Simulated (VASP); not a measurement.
# B27P28 (a cell with a defect) in VASP: a series of runs, part 2 of 2

VASP 6.6.1. Earlier steps stand in the parts before.

## (3) Single point, PBE (with an interstitial atom, then relaxed in part)

INCAR

```
PREC = Accurate
ENCUT = 520
EDIFF = 1E-7
ISMEAR = 0
SIGMA = 0.01
LREAL = Auto
LASPH = T
NELM = 80
ALGO = Normal
ISIF = 2
LWAVE = F
LCHARG = F
GGA = PE
NBANDS = 144
NELECT = 220.0
```

KPOINTS

```
Automatic mesh
0
Gamma
  1 1 1
```

POSCAR

```
B27P28
1.0
   -6.8222892028      0.0000000000      6.8222892028
   -6.8222892028     -6.8222892028      0.0000000000
    0.0000000000     -6.8222892028      6.8222892028
B P
27 28
Direct
    0.3379947320      0.3286719346     -0.0046613987
    0.3324559922      0.0008381624     -0.0007989837
    0.3379947320      0.6713280654     -0.0046613987
    0.3379947320      0.3286719346      0.3379947320
    0.3333790856     -0.0001372569      0.3333790856
    0.3333790856      0.6667124190      0.3333790856
    0.3324559922      0.3325343496      0.6675048291
    0.3324559922      1.0008381624      0.6675048291
    0.3333790856      0.6667124190      0.6665294098
    0.6806340336      0.3286775444     -0.0046557890
    0.6675048291      0.0008381624     -0.0007989837
    0.6675048291      0.6657893255     -0.0007989837
    0.6675048291      0.3325343496      0.3324559922
    0.6675048291      1.0008381624      0.3324559922
    0.6665294098      0.6667124190      0.3333790856
    0.6675048291      0.3325343496      0.6675048291
    0.6666666667      0.0000000000      0.6666666667
    0.6675048291      0.6657893255      0.6675048291
   -0.0046557890      0.3286775444     -0.0046557890
   -0.0046557890      1.0139673669     -0.0046557890
   -0.0046613987      0.6713280654     -0.0046613987
   -0.0046613987      0.3286719346      0.3379947320
   -0.0007989837      0.0008381624      0.3324559922
   -0.0046613987      0.6713280654      0.3379947320
   -0.0046557890      0.3286775444      0.6806340336
   -0.0007989837      0.0008381624      0.6675048291
   -0.0007989837      0.6657893255      0.6675048291
    0.0769633321      0.4102966655      0.0769633321
    0.0838051807      0.0828614860      0.0838051807
    0.0769633321      0.7691100036      0.0769633321
    0.0769633321      0.4102966655      0.4357766703
    0.0831023967      0.0813519402      0.4177728315
    0.0831023967      0.7511061649      0.4177728315
    0.0838051807      0.4171385140      0.7495281527
    0.0838051807      0.0828614860      0.7495281527
    0.0831023967      0.7511061649      0.7480186069
    0.4357766703      0.4102966655      0.0769633321
    0.4177728315      0.0813519402      0.0831023967
    0.4177728315      0.7511061649      0.0831023967
    0.4177728315      0.4164357301      0.4177728315
    0.4177728315      0.0813519402      0.4177728315
    0.4166666667      0.7500000000      0.4166666667
    0.4177728315      0.4164357301      0.7480186069
    0.4170271909      0.0832131586      0.7498798252
    0.4177728315      0.7511061649      0.7480186069
    0.7495281527      0.4171385140      0.0838051807
    0.7495281527      0.0828614860      0.0838051807
    0.7480186069      0.7511061649      0.0831023967
    0.7480186069      0.4164357301      0.4177728315
    0.7498798252      0.0832131586      0.4170271909
    0.7480186069      0.7511061649      0.4177728315
    0.7495281527      0.4171385140      0.7495281527
    0.7498798252      0.0832131586      0.7498798252
    0.7498798252      0.7503605243      0.7498798252
    0.1666666667      0.5000000000      0.1666666667
```

Potentials or basis: VASP PAW PBE potentials, release 64 (B, P).

Started as:

```sh
cat potpaw_PBE.64/B/POTCAR potpaw_PBE.64/P/POTCAR > POTCAR
mpirun -np 1 vasp_gam > vasp.out
```

It took 2.6 min on 1 thread of Intel Xeon Platinum 8488C (Sapphire Rapids), shared host; peak memory 0.71 GiB.

It converged, with:

- Free energy: -336.6743 eV
- Largest force: 0.012 eV/Å

Forces on the atoms (eV/Å):
```
B    0.000 -0.007  0.000
B    0.003 -0.003 -0.001
B    0.007  0.000  0.000
B    0.000  0.000 -0.007
B    0.001  0.001  0.001
B   -0.001 -0.001  0.001
B    0.001 -0.003 -0.003
B    0.003 -0.001 -0.003
B   -0.001  0.001 -0.001
B    0.003 -0.003 -0.003
B   -0.001 -0.003  0.003
B    0.003  0.001  0.003
B   -0.003  0.001 -0.003
B   -0.001  0.003 -0.003
B    0.001 -0.001 -0.001
B   -0.003 -0.003  0.001
B    0.000  0.000  0.000
B    0.003  0.003  0.001
B   -0.003 -0.003  0.003
B    0.003  0.003  0.003
B    0.000  0.000  0.007
B   -0.007  0.000  0.000
B   -0.003  0.003 -0.001
B    0.000  0.007  0.000
B   -0.003  0.003 -0.003
B   -0.003 -0.001  0.003
B    0.001  0.003  0.003
P   -0.007 -0.007  0.007
P    0.000  0.000 -0.011
P    0.007  0.007  0.007
P   -0.007  0.007 -0.007
P   -0.002 -0.006 -0.006
P    0.006  0.002 -0.006
P    0.011  0.000  0.000
P    0.000 -0.011  0.000
P    0.006 -0.006  0.002
P    0.007 -0.007 -0.007
P   -0.006 -0.002 -0.006
P    0.002  0.006 -0.006
P    0.006  0.006 -0.002
P   -0.006 -0.006 -0.002
P    0.000  0.000  0.000
P    0.006 -0.002  0.006
P    0.003 -0.003 -0.003
P    0.002 -0.006  0.006
P    0.000  0.011  0.000
P   -0.011  0.000  0.000
P   -0.006  0.006  0.002
P   -0.002  0.006  0.006
P   -0.003  0.003 -0.003
P   -0.006  0.002  0.006
P    0.000  0.000  0.011
P   -0.003 -0.003  0.003
P    0.003  0.003  0.003
P    0.000  0.000  0.000
```

Levels at points of the mesh, in eV from the Fermi level:
```
           k point  band 107  band 108  band 109  band 110  band 111  band 112
(0.00, 0.00, 0.00)     -0.97     -0.97     -0.97      0.00      0.00      0.00
```

Caveat: the k points lie up to 0.80 Å⁻¹ apart; the cell carries a net charge on a neutralising background, which shifts energy and pressure; the cell differs from its parent crystal (with an interstitial atom, then relaxed in part); the cell is charged against a uniform background, so pressure and absolute levels hang on convention.

## (4) Single point, PBE, collinear spin (with an interstitial atom, then relaxed in part)

INCAR

```
PREC = Accurate ; ENCUT = 520
EDIFF = 1E-6 ; ISMEAR = 0
SIGMA = 0.01 ; LREAL = Auto
LASPH = True ; NELM = 150
ALGO = Normal ; ISIF = 2
LWAVE = False ; LCHARG = False
ISPIN = 2 ; MAGMOM = 0.091 0 0.091 0.091 0 0 0 0 0 0 0 0 0 0 0 0 0 0 0 0 0.091 0.091 0 0.091 0 0 0 0.091 0 0.091 0.091 0 0 0 0 0 0.091 0 0 0 0 0 0 0 0 0 0 0 0 0 0 0 0 0 0.091
LORBIT = 11 ; GGA = PE
NBANDS = 148
```

KPOINTS

```
regular mesh
0
Gamma
  1 1 1
```

POSCAR

```
B27P28
1.0
   -6.8222892028      0.0000000000      6.8222892028
   -6.8222892028     -6.8222892028      0.0000000000
    0.0000000000     -6.8222892028      6.8222892028
B P
27 28
Direct
    0.3396030373      0.3270636293     -0.0062697040
    0.3322283798      0.0008071756     -0.0005093977
    0.3396030373      0.6729363707     -0.0062697040
    0.3396030373      0.3270636293      0.3396030373
    0.3332907017      0.0001278949      0.3332907017
    0.3332907017      0.6666240350      0.3332907017
    0.3322283798      0.3328239357      0.6674738423
    0.3322283798      1.0008071756      0.6674738423
    0.3332907017      0.6666240350      0.6667945616
    0.6798928403      0.3289246088     -0.0044087245
    0.6674738423      0.0008071756     -0.0005093977
    0.6674738423      0.6655617132     -0.0005093977
    0.6674738423      0.3328239357      0.3322283798
    0.6674738423      1.0008071756      0.3322283798
    0.6667945616      0.6666240350      0.3332907017
    0.6674738423      0.3328239357      0.6674738423
    0.6666666667      0.0000000000      0.6666666667
    0.6674738423      0.6655617132      0.6674738423
   -0.0044087245      0.3289246088     -0.0044087245
   -0.0044087245      1.0132261736     -0.0044087245
   -0.0062697040      0.6729363707     -0.0062697040
   -0.0062697040      0.3270636293      0.3396030373
   -0.0005093977      0.0008071756      0.3322283798
   -0.0062697040      0.6729363707      0.3396030373
   -0.0044087245      0.3289246088      0.6798928403
   -0.0005093977      0.0008071756      0.6674738423
   -0.0005093977      0.6655617132      0.6674738423
    0.0772559568      0.4105892901      0.0772559568
    0.0838644625      0.0828022042      0.0838644625
    0.0772559568      0.7682321297      0.0772559568
    0.0772559568      0.4105892901      0.4348987964
    0.0823581817      0.0818177768      0.4179120208
    0.0823581817      0.7512453541      0.4179120208
    0.0838644625      0.4171977958      0.7494688708
    0.0838644625      0.0828022042      0.7494688708
    0.0823581817      0.7512453541      0.7484844434
    0.4348987964      0.4105892901      0.0772559568
    0.4179120208      0.0818177768      0.0823581817
    0.4179120208      0.7512453541      0.0823581817
    0.4179120208      0.4156915151      0.4179120208
    0.4179120208      0.0818177768      0.4179120208
    0.4166666667      0.7500000000      0.4166666667
    0.4179120208      0.4156915151      0.7484844434
    0.4168993928      0.0832557580      0.7499224246
    0.4179120208      0.7512453541      0.7484844434
    0.7494688708      0.4171977958      0.0838644625
    0.7494688708      0.0828022042      0.0838644625
    0.7484844434      0.7512453541      0.0823581817
    0.7484844434      0.4156915151      0.4179120208
    0.7499224246      0.0832557580      0.4168993928
    0.7484844434      0.7512453541      0.4179120208
    0.7494688708      0.4171977958      0.7494688708
    0.7499224246      0.0832557580      0.7499224246
    0.7499224246      0.7502327261      0.7499224246
    0.1666666667      0.5000000000      0.1666666667
```

Started as:

```sh
cat potpaw_PBE.64/B/POTCAR potpaw_PBE.64/P/POTCAR > POTCAR
mpirun -np 1 vasp_gam > vasp.out
```

Run time: 5 min. Hardware: 1 thread of Intel Xeon Platinum 8488C (Sapphire Rapids), shared host; peak memory 1 GiB.

Results (log left out):

| Quantity | Value |
| --- | --- |
| Free energy | -328.2245 eV |
| Pressure | 7.2 GPa |
| Largest force | 0.044 eV/Å |
| Net moment | 3.00 μB per cell |
| Site moments | B +0.03, +0.01, +0.06 (each value once); P +0.03, +0.01, -0.01, +0.26 (each value once) μB |
| Valence electrons inside the program's atomic spheres | B 1.90, 1.96, 1.94, 2.02, 1.95 (each value once); P 2.53, 2.59, 2.58, 2.57, 2.56 (each value once) |

Forces on the atoms (eV/Å):
```
B    0.000  0.003  0.000
B   -0.001  0.001  0.002
B   -0.003  0.000  0.000
B    0.000  0.000  0.003
B    0.007  0.007  0.007
B   -0.007 -0.007  0.007
B   -0.002  0.001  0.001
B   -0.001  0.002  0.001
B   -0.007  0.007 -0.007
B   -0.015  0.015  0.015
B    0.002  0.001 -0.001
B   -0.001 -0.002 -0.001
B    0.001 -0.002  0.001
B    0.002 -0.001  0.001
B    0.007 -0.007 -0.007
B    0.001  0.001 -0.002
B    0.000  0.000  0.000
B   -0.001 -0.001 -0.002
B    0.015  0.015 -0.015
B   -0.015 -0.015 -0.015
B    0.000  0.000 -0.003
B    0.003  0.000  0.000
B    0.001 -0.001  0.002
B    0.000 -0.003  0.000
B    0.015 -0.015  0.015
B    0.001  0.002 -0.001
B   -0.002 -0.001 -0.001
P   -0.025 -0.025  0.025
P    0.000  0.000 -0.004
P    0.025  0.025  0.025
P   -0.025  0.025 -0.025
P   -0.001 -0.003 -0.003
P    0.003  0.001 -0.003
P    0.004  0.000  0.000
P    0.000 -0.004  0.000
P    0.003 -0.003  0.001
P    0.025 -0.025 -0.025
P   -0.003 -0.001 -0.003
P    0.001  0.003 -0.003
P    0.003  0.003 -0.001
P   -0.003 -0.003 -0.001
P    0.000  0.000  0.000
P    0.003 -0.001  0.003
P   -0.002  0.002  0.002
P    0.001 -0.003  0.003
P    0.000  0.004  0.000
P   -0.004  0.000  0.000
P   -0.003  0.003  0.001
P   -0.001  0.003  0.003
P    0.002 -0.002  0.002
P   -0.003  0.001  0.003
P    0.000  0.000  0.004
P    0.002  0.002 -0.002
P   -0.002 -0.002 -0.002
P    0.000  0.000  0.000
```

Levels at points of the mesh, in eV from the Fermi level:
Spin up:
```tsv
k point	band 108	band 109	band 110	band 111	band 112	band 113	band 114	band 115	band 116	band 117
(0.00, 0.00, 0.00)	-0.99	-0.99	-0.11	-0.11	-0.11	0.16	0.16	0.34	0.34	0.34
```
Spin down:
```tsv
k point	band 106	band 107	band 108	band 109	band 110	band 111	band 112	band 113
(0.00, 0.00, 0.00)	-2.29	-0.94	-0.94	-0.94	0.12	0.12	0.12	0.27
```

Caveat: the k points lie up to 0.80 Å⁻¹ apart; the cell differs from its parent crystal (with an interstitial atom, then relaxed in part).

## (5) Single point, PBE, collinear spin (with an interstitial atom, then relaxed in part)

INCAR

```
PREC     = Accurate       # precision mode
ENCUT    = 520            # plane-wave cutoff, eV
EDIFF    = 1E-7           # SCF threshold, eV
ISMEAR   = 0              # smearing method
SIGMA    = 0.01           # smearing width, eV
LREAL    = Auto         
LASPH    = True           # aspherical terms in the spheres
NELM     = 150            # most SCF steps
ALGO     = Normal         # electronic algorithm
ISIF     = 2              # what is computed and relaxed
LWAVE    = False          # write WAVECAR
LCHARG   = False          # write CHGCAR
ISPIN    = 2              # spin polarisation
MAGMOM   = 0.091 0 0.091 0.091 0 0 0 0 0 0 0 0 0 0 0 0 0 0 0 0 0.091 0.091 0 0.091 0 0 0 0.091 0 0.091 0.091 0 0 0 0 0 0.091 0 0 0 0 0 0 0 0 0 0 0 0 0 0 0 0 0 0.091 # initial moments
LORBIT   = 11             # projections on sites
GGA      = PE             # functional
NELECT   = 219.0        
NBANDS   = 148            # bands
```

KPOINTS

```
Automatic mesh
0
Gamma
  1 1 1
```

POSCAR

```
B27P28
1.0
   -6.8222892028      0.0000000000      6.8222892028
   -6.8222892028     -6.8222892028      0.0000000000
    0.0000000000     -6.8222892028      6.8222892028
B P
27 28
Direct
    0.3361117380      0.3305549287     -0.0027784046
    0.3326575646      0.0008417155     -0.0010076621
    0.3361117380      0.6694450713     -0.0027784046
    0.3361117380      0.3305549287      0.3361117380
    0.3334535318     -0.0003605955      0.3334535318
    0.3334535318      0.6667868652      0.3334535318
    0.3326575646      0.3323256712      0.6675083821
    0.3326575646      1.0008417155      0.6675083821
    0.3334535318      0.6667868652      0.6663060711
    0.6809523527      0.3285714380     -0.0047618953
    0.6675083821      0.0008417155     -0.0010076621
    0.6675083821      0.6659908979     -0.0010076621
    0.6675083821      0.3323256712      0.3326575646
    0.6675083821      1.0008417155      0.3326575646
    0.6663060711      0.6667868652      0.3334535318
    0.6675083821      0.3323256712      0.6675083821
    0.6666666667      0.0000000000      0.6666666667
    0.6675083821      0.6659908979      0.6675083821
   -0.0047618953      0.3285714380     -0.0047618953
   -0.0047618953      1.0142856860     -0.0047618953
   -0.0027784046      0.6694450713     -0.0027784046
   -0.0027784046      0.3305549287      0.3361117380
   -0.0010076621      0.0008417155      0.3326575646
   -0.0027784046      0.6694450713      0.3361117380
   -0.0047618953      0.3285714380      0.6809523527
   -0.0010076621      0.0008417155      0.6675083821
   -0.0010076621      0.6659908979      0.6675083821
    0.0765101616      0.4098434950      0.0765101616
    0.0837645823      0.0829020844      0.0837645823
    0.0765101616      0.7704695151      0.0765101616
    0.0765101616      0.4098434950      0.4371361818
    0.0839241216      0.0809348992      0.4175704896
    0.0839241216      0.7509038229      0.4175704896
    0.0837645823      0.4170979156      0.7495687511
    0.0837645823      0.0829020844      0.7495687511
    0.0839241216      0.7509038229      0.7476015659
    0.4371361818      0.4098434950      0.0765101616
    0.4175704896      0.0809348992      0.0839241216
    0.4175704896      0.7509038229      0.0839241216
    0.4175704896      0.4172574549      0.4175704896
    0.4175704896      0.0809348992      0.4175704896
    0.4166666667      0.7500000000      0.4166666667
    0.4175704896      0.4172574549      0.7476015659
    0.4170465473      0.0832067065      0.7498733731
    0.4175704896      0.7509038229      0.7476015659
    0.7495687511      0.4170979156      0.0837645823
    0.7495687511      0.0829020844      0.0837645823
    0.7476015659      0.7509038229      0.0839241216
    0.7476015659      0.4172574549      0.4175704896
    0.7498733731      0.0832067065      0.4170465473
    0.7476015659      0.7509038229      0.4175704896
    0.7495687511      0.4170979156      0.7495687511
    0.7498733731      0.0832067065      0.7498733731
    0.7498733731      0.7503798806      0.7498733731
    0.1666666667      0.5000000000      0.1666666667
```

Started as:

```sh
cat potpaw_PBE.64/B/POTCAR potpaw_PBE.64/P/POTCAR > POTCAR
mpirun -np 1 vasp_gam > vasp.out
```

Run time: 5.2 min. Hardware: 1 thread of Intel Xeon Platinum 8488C (Sapphire Rapids), shared host; peak memory 1 GiB.

The run converged. Its results:

| Quantity | Value |
| --- | --- |
| Free energy | -345.3182 eV |
| Largest force | 0.080 eV/Å |
| Net moment | 1.00 μB per cell |
| Site moments | B +0.00, +0.02 (each value once); P +0.02, +0.00, -0.00, +0.13 (each value once) μB |
| Valence electrons inside the program's atomic spheres | B 1.88, 1.94, 2.02 (each value once); P 2.53, 2.58, 2.57, 2.50 (each value once) |

Forces in eV/Å, atoms in the order of the input:
```
B    0.000 -0.011  0.000
B   -0.001  0.001  0.001
B    0.011  0.000  0.000
B    0.000  0.000 -0.011
B    0.004  0.004  0.004
B   -0.004 -0.004  0.004
B   -0.001  0.001  0.001
B   -0.001  0.001  0.001
B   -0.004  0.004 -0.004
B   -0.013  0.013  0.013
B    0.001  0.001 -0.001
B   -0.001 -0.001 -0.001
B    0.001 -0.001  0.001
B    0.001 -0.001  0.001
B    0.004 -0.004 -0.004
B    0.001  0.001 -0.001
B    0.000  0.000  0.000
B   -0.001 -0.001 -0.001
B    0.013  0.013 -0.013
B   -0.013 -0.013 -0.013
B    0.000  0.000  0.011
B   -0.011  0.000  0.000
B    0.001 -0.001  0.001
B    0.000  0.011  0.000
B    0.013 -0.013  0.013
B    0.001  0.001 -0.001
B   -0.001 -0.001 -0.001
P   -0.046 -0.046  0.046
P    0.000  0.000 -0.022
P    0.046  0.046  0.046
P   -0.046  0.046 -0.046
P    0.000 -0.003 -0.003
P    0.003  0.000 -0.003
P    0.022  0.000  0.000
P    0.000 -0.022  0.000
P    0.003 -0.003  0.000
P    0.046 -0.046 -0.046
P   -0.003  0.000 -0.003
P    0.000  0.003 -0.003
P    0.003  0.003  0.000
P   -0.003 -0.003  0.000
P    0.000  0.000  0.000
P    0.003  0.000  0.003
P    0.000  0.000  0.000
P    0.000 -0.003  0.003
P    0.000  0.022  0.000
P   -0.022  0.000  0.000
P   -0.003  0.003  0.000
P    0.000  0.003  0.003
P    0.000  0.000  0.000
P   -0.003  0.000  0.003
P    0.000  0.000  0.022
P    0.000  0.000  0.000
P    0.000  0.000  0.000
P    0.000  0.000  0.000
```

Levels at points of the mesh, in eV from the Fermi level:
Spin up:
| k point | band 107 | band 108 | band 109 | band 110 | band 111 | band 112 |
| --- | --- | --- | --- | --- | --- | --- |
| (0.00, 0.00, 0.00) | -0.91 | -0.91 | -0.91 | 0.00 | 0.00 | 0.00 |
Spin down:
```
           k point  band 106  band 107  band 108  band 109  band 110  band 111  band 112  band 113
(0.00, 0.00, 0.00)     -2.21     -0.89     -0.89     -0.89      0.11      0.11      0.11      0.24
```

Caveat: the k points lie up to 0.80 Å⁻¹ apart; the cell carries a net charge on a neutralising background, which shifts energy and pressure; the cell differs from its parent crystal (with an interstitial atom, then relaxed in part); the cell is charged against a uniform background, so pressure and absolute levels hang on convention.
